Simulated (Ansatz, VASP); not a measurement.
**Two plane-wave programs on SiO2**

Contents of INCAR:

```
SYSTEM = SiO2
PREC = Accurate
ENCUT = 520
EDIFF = 1E-7
ISMEAR = 0
SIGMA = 0.05
LREAL = .FALSE.
LASPH = .TRUE.
NELM = 100
ALGO = Normal
ISIF = 2
LWAVE = .FALSE.
LCHARG = .FALSE.
GGA = CA
NBANDS = 25
```

KPOINTS

```
Automatic mesh
0
G
  6 6 8
  0 0 0
```

The input POSCAR:

```
SiO2
1.0
    4.2549000000      0.0000000000      0.0000000000
    0.0000000000      4.2549000000      0.0000000000
    0.0000000000      0.0000000000      2.7891000000
Si O
2 4
Direct
    0.5000000000      0.5000000000      0.5000000000
    0.0000000000      0.0000000000      0.0000000000
    0.6944252994      0.6944252994      0.0000000000
    0.1944252994      0.8055747006      0.5000000000
    0.3055747006      0.3055747006      0.0000000000
    0.8055747006      0.1944252994      0.5000000000
```

Input for Ansatz:

```yaml
crystal:
  lattice:
    - [4.2549, 0.0, 0.0]
    - [0.0, 4.2549, 0.0]
    - [0.0, 0.0, 2.7891]
  atoms:
    - { symbol: Si, position: [0.5, 0.5, 0.5] }
    - { symbol: Si, position: [0.0, 0.0, 0.0] }
    - { symbol: O, position: [0.6944252994, 0.6944252994, 0.0] }
    - { symbol: O, position: [0.1944252994, 0.8055747006, 0.5] }
    - { symbol: O, position: [0.3055747006, 0.3055747006, 0.0] }
    - { symbol: O, position: [0.8055747006, 0.1944252994, 0.5] }
basis:
  ecutwfc: 520.0
kpoints:
  mp_grid: { grid: [6, 6, 8] }
hamiltonian:
  xc: lda
  pseudopotentials: { kind: paw, azcp: { folder: soft_1 } }
scf:
  occupations: { method: gaussian, width: 0.05 }
output:
  forces: true
  stress: true
  eigenvalues: true
```

Alike in both runs: task single point; functional LDA; k mesh 6 × 6 × 8; occupations gaussian, width 0.05 eV; no spin polarisation.

|  | VASP | Ansatz |
| --- | --- | --- |
| version | VASP 6.6.1 | Ansatz 0.2.0 |
| potentials or method | VASP PAW LDA potentials, release 64 (Si, O), cutoff 520 eV | scalar-relativistic, plane waves, PAW |
| valence electrons in the cell | 32 | 32 |

Ansatz gave:

```
gap on the k mesh at the Fermi level (eV)                     : 4.10
least direct gap on the mesh (eV)                             : 4.10
pressure (GPa)                                                : -26.9
traceless stress, the component that is largest in VASP (GPa) : -9.33
rms of the force components (eV/Å)                            : 0.163
```

**Question.** What did VASP give for the same quantities?

**Answer.** gap on the k mesh at the Fermi level (eV): 4.09; least direct gap on the mesh (eV): 4.09; pressure (GPa): -26.1; traceless stress, the component that is largest in VASP (GPa): -8.88; rms of the force components (eV/Å): 0.153.

Ansatz warns that its potentials were made for another functional, while VASP's fit it. LDA's correlation is that of Perdew and Zunger in VASP and of Perdew and Wang (1992) in Ansatz. Atom by atom the forces differ by 0.010 eV/Å (rms over components).
